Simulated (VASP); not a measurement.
# AlAs (F-43m) in VASP: single point with HSE06

Aim: the single point of AlAs with HSE06.

Everything below comes from runs of VASP 6.6.1. Logs are shortened: lines on timing, memory, paths and dates and some standing lists are left out, and cuts for length are marked.

### Step 1. The cell of the first run

Symmetry: F-43m, No. 216, cubic system. The conventional cell has a = 5.676 Å, b = 5.676 Å, c = 5.676 Å, α = 90.00°, β = 90.00°, γ = 90.00°. Al (site symmetry -43m) has 4 As at 2.46 Å within 3.2 Å. Within 3.2 Å of As (site symmetry -43m) lie 4 Al at 2.46 Å.

### Step 2. Single point, HSE06

The input, POSCAR:

```
AlAs
1.0
    0.0000000000      2.8382236600      2.8382236600
    2.8382236600      0.0000000000      2.8382236600
    2.8382236600      2.8382236600      0.0000000000
Al As
1 1
Direct
    0.0000000000      0.0000000000      0.0000000000
    0.2500000000      0.2500000000      0.2500000000
```

The input, INCAR.step1:

```
  PREC = Accurate
  ENCUT = 400
  EDIFF = 1E-5
  ISMEAR = -1
  SIGMA = 0.02
  LREAL = False
  LASPH = True
  NELM = 120
  ALGO = Normal
  ISIF = 2
  LWAVE = True
  LCHARG = False
  GGA = PE
  NBANDS = 11
  GGA_COMPAT = False
```

The input, INCAR.step2:

```
  PREC = Accurate
  ENCUT = 400
  EDIFF = 1E-6
  ISMEAR = -1
  SIGMA = 0.02
  LREAL = False
  LASPH = True
  NELM = 120
  ALGO = Normal
  ISIF = 2
  LWAVE = False
  LCHARG = False
  GGA = PE
  LHFCALC = True
  HFSCREEN = 0.2079
  PRECFOCK = Normal
  ISTART = 1
  NBANDS = 11
  GGA_COMPAT = False
```

The input, KPOINTS:

```
regular mesh
0
Gamma
  8 8 8
```

Potentials or basis: VASP PAW PBE potentials, release 64 (Al, As).

Launch:

```
> cat potpaw_PBE.64/Al/POTCAR potpaw_PBE.64/As/POTCAR > POTCAR
> cp INCAR.step1 INCAR
> mpirun -np 1 vasp_std > vasp.out
> cp INCAR.step2 INCAR
> mpirun -np 1 vasp_std > vasp.out
```

OUTCAR:

```text
PREC = Accurate
   ENCUT = 400
   EDIFF = 1E-6
   ISMEAR = -1
   LREAL = False
   LASPH = True
   NELM = 120
   ISIF = 2
   GGA = PE
   LHFCALC = True
   HFSCREEN = 0.2079
   PRECFOCK = Normal
   ISTART = 1

 ion  position               nearest neighbor table
   1  0.000  0.000  0.000-   2 2.46   2 2.46   2 2.46   2 2.46
   2  0.250  0.250  0.250-   1 2.46   1 2.46   1 2.46   1 2.46

  LATTYP: Found a face centered cubic cell.
 ALAT       =     5.6764473200

  Lattice vectors:

 A1 = (   0.0000000000,   2.8382236600,   2.8382236600)
 A2 = (   2.8382236600,   0.0000000000,   2.8382236600)
 A3 = (   2.8382236600,   2.8382236600,   0.0000000000)

Analysis of symmetry for initial positions (statically):
=====================================================================
 Subroutine PRICEL returns:
 Original cell was already a primitive cell.

 Routine SETGRP: Setting up the symmetry group for a
 face centered cubic supercell.

 Subroutine GETGRP returns: Found 24 space group operations
 (whereof 24 operations were pure point group operations)
 out of a pool of 48 trial point group operations.

The static configuration has the point symmetry T_d .

Analysis of symmetry for dynamics (positions and initial velocities):
=====================================================================
 Subroutine PRICEL returns:
 Original cell was already a primitive cell.

 Routine SETGRP: Setting up the symmetry group for a
 face centered cubic supercell.

 Subroutine GETGRP returns: Found 24 space group operations
 (whereof 24 operations were pure point group operations)
 out of a pool of 48 trial point group operations.

The dynamic configuration has the point symmetry T_d .

 Subroutine INISYM returns: Found 24 space group operations
 (whereof 24 operations are pure point group operations),
 and found     1 'primitive' translations

----------------------------------------------------------------------------------------

                                     Primitive cell

  volume of cell :      45.7267

  direct lattice vectors                    reciprocal lattice vectors
     0.000000000  2.838223660  2.838223660    -0.176166525  0.176166525  0.176166525
     2.838223660  0.000000000  2.838223660     0.176166525 -0.176166525  0.176166525
     2.838223660  2.838223660  0.000000000     0.176166525  0.176166525 -0.176166525

  length of vectors
     4.013854393  4.013854393  4.013854393     0.305129372  0.305129372  0.305129372

  position of ions in fractional coordinates (direct lattice)
     0.000000000  0.000000000  0.000000000
     0.250000000  0.250000000  0.250000000

  ion indices of the primitive-cell ions
   primitive index   ion index
                 1           1
                 2           2

----------------------------------------------------------------------------------------

 KPOINTS: regular mesh

Automatic generation of k-mesh.
 Grid dimensions read from file:
 generate k-points for:    8    8    8

 Generating k-lattice:

  Cartesian coordinates                     Fractional coordinates (reciprocal lattice)
    -0.022020816  0.022020816  0.022020816     0.125000000  0.000000000  0.000000000
     0.022020816 -0.022020816  0.022020816     0.000000000  0.125000000  0.000000000
     0.022020816  0.022020816 -0.022020816     0.000000000  0.000000000  0.125000000

  Length of vectors
     0.038141172  0.038141172  0.038141172

  Shift w.r.t. Gamma in fractional coordinates (k-lattice)
     0.000000000  0.000000000  0.000000000

 Subroutine IBZKPT returns following result:
 ===========================================

 Found     29 irreducible k-points:

 Following reciprocal coordinates:
            Coordinates               Weight
  0.000000  0.000000  0.000000      1.000000
  0.125000  0.000000  0.000000      8.000000
  0.250000  0.000000  0.000000      8.000000
  0.375000  0.000000  0.000000      8.000000
  0.500000  0.000000  0.000000      4.000000
  0.125000  0.125000  0.000000      6.000000
[... 16 lines left out ...]
  0.500000  0.250000  0.125000     48.000000
 -0.375000  0.250000  0.125000     24.000000
 [... further k-points ...]
   k-points           NKPTS =     29   k-points in BZ     NKDIM =    512   number of bands    NBANDS=     11
   number of dos      NEDOS =    301   number of ions     NIONS =      2
   total plane-waves  NPLWV =  21952
   dimension x,y,z NGX =    28 NGY =   28 NGZ =   28
   dimension x,y,z NGXF=    56 NGYF=   56 NGZF=   56
   ions per type =               1   1
   NGX,Y,Z   is equivalent  to a cutoff of  11.60, 11.60, 11.60 a.u.
   NGXF,Y,Z  is equivalent  to a cutoff of  23.19, 23.19, 23.19 a.u.
 SYSTEM =  unknown system
   PREC   = accura    normal or accurate (medium, high low for compatibility)
   ISTART =      1    job   : 0-new  1-cont  2-samecut
   ICHARG =      0    charge: 1-file 2-atom 10-const
   ISPIN  =      1    spin polarized calculation?
   LNONCOLLINEAR =      F non collinear calculations
   LSORBIT =      F    spin-orbit coupling
   LASPH  =      T    aspherical Exc in radial PAW
   ENCUT  =  400.0 eV  29.40 Ry    5.42 a.u.   6.55  6.55  6.55*2*pi/ulx,y,z
   NELM   =    120;   NELMIN=  2; NELMDL=  0     # of ELM steps
   EDIFF  = 0.1E-05   stopping-criterion for ELM
   LREAL  =      F    real-space projection
   EDIFFG = 0.1E-04   stopping-criterion for IOM
   NSW    =      0    number of steps for IOM
   IBRION =     -1    ionic relax: 0-MD 1-quasi-New 2-CG
   NFREE  =      0    steps in history (QN), initial steepest desc. (CG)
   ISIF   =      2    stress and relaxation
   ISYM   =      3    0-nonsym 1-usesym 2-fastsym
   POTIM  = 0.5000    time-step for ionic-motion
   TEBEG  =    0.0;   TEEND  =   0.0 temperature during run
   PSTRESS=    0.0 pullay stress
   NELECT =       8.0000    total number of electrons
   NUPDOWN=      -1.0000    fix difference up-down
   EMIN   =  10.00;   EMAX   =-10.00  energy-range for DOS
   EFERMI =   0.00;   METHOD = LEGACY
   ISMEAR =    -1;   SIGMA  =   0.02  broadening in eV -4-tet -1-fermi 0-gaus
   EFERMI_NEDOS =   21; number of points for ismear=-14 and -15
   IALGO  =     38    algorithm
   IMIX   =      1    mixing-type and parameters
     AMIX     =   0.40;   BMIX     =  1.00
     AMIX_MAG =   1.60;   BMIX_MAG =  1.00
  volume/ion in A,a.u.               =      22.86       154.29
  Fermi-wavevector in a.u.,A,eV,Ry     =   0.915619  1.730269 11.406559  0.838358
  Thomas-Fermi vector in A             =   2.040381
   LORBIT       =      0    0 simple, 1 ext, 2 COOP (PROOUT), +10 PAW based schemes
   GGA     = PE    functional components
   LHFCALC =     T    Hartree Fock is set to
   PRECFOCK=normal    Normal, Fast or Accurate (Low or Medium for compatibility)
   ENCUT4O =  -1.0   cutoff for four orbital integrals eV
   NKREDX  =     1    reduce k-point grid by
   NKREDY  =     1    reduce k-point grid by
   NKREDZ  =     1    reduce k-point grid by
   AEXX    =    0.2500 exact exchange contribution
   HFSCREEN=    0.2079 screening length (either q_TF or 0.3 A-1)
   HFSCREENC=   0.2079 screening length for correlation (either q_TF or 0.3 A-1)
   ENCUTFOCK=  -1.0 apply spherical cutoff to Coloumb kernel
   IVDW    =     0    specifies the selected vdW correction
   LEPSILON=     F    determine dielectric tensor
   LRPA    =     F    only Hartree local field effects (RPA)
 non-spin polarized calculation
  energy-cutoff  :      400.00
  volume of cell :       45.73
 maximum number of plane-waves:       869
 NGX is ok and might be reduce to    28
  NGX = 20; NGY = 20; NGZ = 20

 number of electron       7.9999999 magnetization

 Free energy of the ion-electron system (eV)
  ---------------------------------------------------
  ext. energy  EPLUGINS =         0.00000000
  ---------------------------------------------------
  free energy    TOTEN  =       -10.97306603 eV

  energy without entropy =      -10.97306603  energy(sigma->0) =      -10.97306603

 E-fermi :   3.7440     XC(G=0):  -7.5285

 val. band max:        3.3594594482   @ k =   0.0000   0.0000   0.0000
 cond. band min:       5.4594179884   @ k =   0.5000   0.5000   0.0000
 fundamental gap:      2.0999585402
 Fermi energy:         3.7440073172

 k-point     1 :       0.0000    0.0000    0.0000
  band No.  band energies     occupation
      1      -9.6754      2.00000
      2       3.3595      2.00000
      3       3.3595      2.00000
      4       3.3595      2.00000
      5       6.2125      0.00000
      6       8.4902      0.00000
      7       8.4902      0.00000
      8       8.4902      0.00000
      9      13.1936      0.00000
     10      13.4287      0.00000
     11      13.4287      0.00000

 k-point     2 :       0.1250    0.0000    0.0000
  band No.  band energies     occupation
      1      -9.5060      2.00000
      2       1.8863      2.00000
      3       3.1888      2.00000
      4       3.1888      2.00000
      5       6.9515      0.00000
      6       8.7910      0.00000
      7       8.7910      0.00000
      8       8.8959      0.00000
      9      12.7791      0.00000
     10      12.7791      0.00000
     11      13.9517      0.00000

 k-point     3 :       0.2500    0.0000    0.0000
  band No.  band energies     occupation
      1      -9.0351      2.00000
      2      -0.2759      2.00000
      3       2.8453      2.00000
      4       2.8453      2.00000
      5       6.7500      0.00000
      6       9.1538      0.00000
      7       9.1538      0.00000
      8      10.7593      0.00000
      9      12.6733      0.00000
     10      12.6733      0.00000
     11      13.7259      0.00000

 k-point     4 :       0.3750    0.0000    0.0000
  band No.  band energies     occupation
      1      -8.4234      2.00000
      2      -2.0098      2.00000
      3       2.5660      2.00000
      4       2.5660      2.00000
      5       6.3794      0.00000
      6       9.0240      0.00000
      7       9.0240      0.00000
      8      12.0337      0.00000
      9      14.0562      0.00000
     10      14.0562      0.00000
     11      14.1435      0.00000

 k-point     5 :       0.5000    0.0000    0.0000
  band No.  band energies     occupation
      1      -8.0948      2.00000
      2      -2.7247      2.00000
      3       2.4636      2.00000
      4       2.4636      2.00000
      5       6.2407      0.00000
      6       8.8974      0.00000
      7       8.8974      0.00000
      8      12.0435      0.00000
      9      15.6493      0.00000
     10      16.1554      0.00000
     11      16.1554      0.00000
[... 211 lines left out ...]
 k-point    21 :       0.5000    0.5000    0.0000
  band No.  band energies     occupation
      1      -7.4768      2.00000
      2      -2.5864      2.00000
      3       1.0004      2.00000
      4       1.0004      2.00000
      5       5.4594      0.00000
      6       6.3467      0.00000
      7      14.9442      0.00000
      8      14.9442      0.00000
      9      16.3261      0.00000
     10      17.1058      0.00000
     11      17.1058      0.00000

 k-point    22 :       0.3750    0.2500    0.1250
  band No.  band energies     occupation
      1      -8.6399      2.00000
      2      -0.6988      2.00000
      3       1.2752      2.00000
      4       2.3191      2.00000
      5       7.7280      0.00000
      6       8.5107      0.00000
      7       9.5050      0.00000
      8      10.8663      0.00000
      9      12.5584      0.00000
     10      14.9431      0.00000
     11      16.5345      0.00000

 k-point    23 :       0.5000    0.2500    0.1250
  band No.  band energies     occupation
      1      -8.0875      2.00000
      2      -1.8416      2.00000
      3       0.6428      2.00000
      4       1.9076      2.00000
      5       7.8291      0.00000
      6       8.6605      0.00000
      7      10.0557      0.00000
      8      11.2066      0.00000
      9      13.7899      0.00000
     10      15.0784      0.00000
     11      16.6394      0.00000

 k-point    24 :      -0.3750    0.2500    0.1250
  band No.  band energies     occupation
      1      -7.8004      2.00000
      2      -2.3844      2.00000
      3       0.4803      2.00000
      4       1.7081      2.00000
      5       7.8226      0.00000
      6       8.4133      0.00000
      7      11.0290      0.00000
      8      11.9899      0.00000
      9      12.7956      0.00000
     10      15.4907      0.00000
     11      16.8053      0.00000

 [... further k-points ...]
[... 5 lines left out ...]
  --------------------------------------------------------------------------------------
  -------------------------------------------------------------------------------------
  Total       -0.0044587     -0.0044587     -0.0044587      0.0000000      0.0000000      0.0000000
  in kB       -0.1562244     -0.1562244     -0.1562244      0.0000000      0.0000000      0.0000000
  external PRESSURE =      -0.1562244 kB  Pullay stress =       0.0000000 kB

 VOLUME and BASIS-vectors are now :
 -----------------------------------------------------------------------------
  energy-cutoff  :      400.00
  volume of cell :       45.73
      direct lattice vectors                 reciprocal lattice vectors
     0.000000000  2.838223660  2.838223660    -0.176166525  0.176166525  0.176166525
     2.838223660  0.000000000  2.838223660     0.176166525 -0.176166525  0.176166525
     2.838223660  2.838223660  0.000000000     0.176166525  0.176166525 -0.176166525

 POSITION                                       TOTAL-FORCE (eV/Angst)
 -----------------------------------------------------------------------------------
      0.00000      0.00000      0.00000         0.000000      0.000000     -0.000000
      1.41911      1.41911      1.41911        -0.000000     -0.000000      0.000000
 -----------------------------------------------------------------------------------
    total drift:                                0.000000      0.000000      0.000000

  FREE ENERGIE OF THE ION-ELECTRON SYSTEM (eV)
  ---------------------------------------------------
  free  energy   TOTEN  =       -10.9730660282 eV

  energy  without entropy=      -10.9730660282  energy(sigma->0) =      -10.97306603
```

Wall time 47 min (1 thread of Intel Xeon Platinum 8259CL at 2.50GHz (Skylake/Cascade Lake), shared host); peak memory 0.29 GiB.

What came out:

```
Free energy            : -10.9731 eV
Pressure               : 0.0 GPa
Band gap on the k mesh : 2.10 eV (least direct gap 2.85 eV)
```

Caveat: the PAW data sets were made with another functional, which shifts forces and pressure a little. A k mesh can miss the band edges.
